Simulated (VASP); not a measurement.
Set up this calculation in VASP 6.6.1, as the native input.

* Task: single point
* Functional: PBE
* Potentials or basis: VASP PAW PBE potentials, release 64 (Al, Si, N)
* Cutoff: 600 eV
* k mesh: 6 × 6 × 4
* Occupations: gaussian, width 0.2 eV
* Spin: no spin polarisation
* Dipole correction: no
* Further INCAR settings: ALGO = Normal; EDIFF = 1e-06; NBANDS = 16

The structure of AlSi2N lies in POSCAR:

```
AlSi2N
1.0
    4.5447431667     -0.0000000033      0.0000000000
   -2.2723715805      3.9358630377      0.0000000000
    0.0000000000      0.0000000000      3.4718240930
Al Si N
1 2 1
Direct
    0.0000000000      0.0000000000      0.5000000000
    0.3333333333      0.6666666667      0.0000000000
    0.6666666667      0.3333333333      0.0000000000
    0.0000000000      0.0000000000      0.0000000000
```

The cell was generated, and may not be a known phase.

One way to write it, as run:

INCAR

```
  PREC = Accurate
  ENCUT = 600
  EDIFF = 1E-6
  ISMEAR = 0
  SIGMA = 0.2
  LREAL = False
  LASPH = True
  NELM = 120
  ALGO = Normal
  ISIF = 2
  LWAVE = False
  LCHARG = False
  GGA = PE
  NBANDS = 16
  GGA_COMPAT = False
```

KPOINTS

```
Automatic mesh
0
Gamma
  6 6 4
```

Potentials or basis: VASP PAW PBE potentials, release 64 (Al, Si, N).

Launch:

```sh
$ cat potpaw_PBE.64/Al/POTCAR potpaw_PBE.64/Si/POTCAR potpaw_PBE.64/N/POTCAR > POTCAR
$ mpirun -np 1 vasp_std > vasp.out
```

Results of the run:

The pressure is -0.1 GPa and the band gap on the k mesh is zero (bands 8 and 9 overlap by 3.64 eV).

Caveat: the k points lie up to 0.45 Å⁻¹ apart, too coarse for converged energies and pressures of a metal.

It took 35 s on 1 thread of Intel Xeon 8259CL, on a shared host, peak memory 0.19 GiB.
